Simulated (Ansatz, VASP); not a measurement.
# One calculation of TiIn2H6, two programs

```
CELL_PARAMETERS angstrom
0.00000 3.58855 3.58855
3.58855 0.00000 3.58855
3.58855 3.58855 0.00000
ATOMIC_POSITIONS crystal
Ti 0.00000 0.00000 0.00000
In 0.25000 0.25000 0.25000
In 0.75000 0.75000 0.75000
H 0.74631 0.25369 0.25369
H 0.25369 0.74631 0.25369
H 0.25369 0.25369 0.74631
H 0.25369 0.74631 0.74631
H 0.74631 0.25369 0.74631
H 0.74631 0.74631 0.25369
```

Alike in both runs: task relaxation of cell and atoms; functional PBE; k mesh 10 × 10 × 10; occupations gaussian, width 0.1 eV; no spin polarisation.

|  | VASP | Ansatz |
| --- | --- | --- |
| version | VASP 6.6.1 | Ansatz 0.2.0 |
| potentials or method | VASP PAW PBE potentials, release 64 (Ti_sv, In_d, H), cutoff 600 eV | scalar-relativistic, plane waves, PAW |
| valence electrons in the cell | 44 | 44 |

```tsv
	VASP	Ansatz	Ansatz less VASP
gap on the k mesh at the Fermi level, each at its own relaxed structure (eV)	none	none	-
relaxed volume (Å³/atom)	10.28	10.30	+0.026
relaxed length of the cell vector where the two differ most in proportion (Å)	5.076	5.080	+0.0043
```

A gap of «none» marks a metal or a gap that the smearing closes.
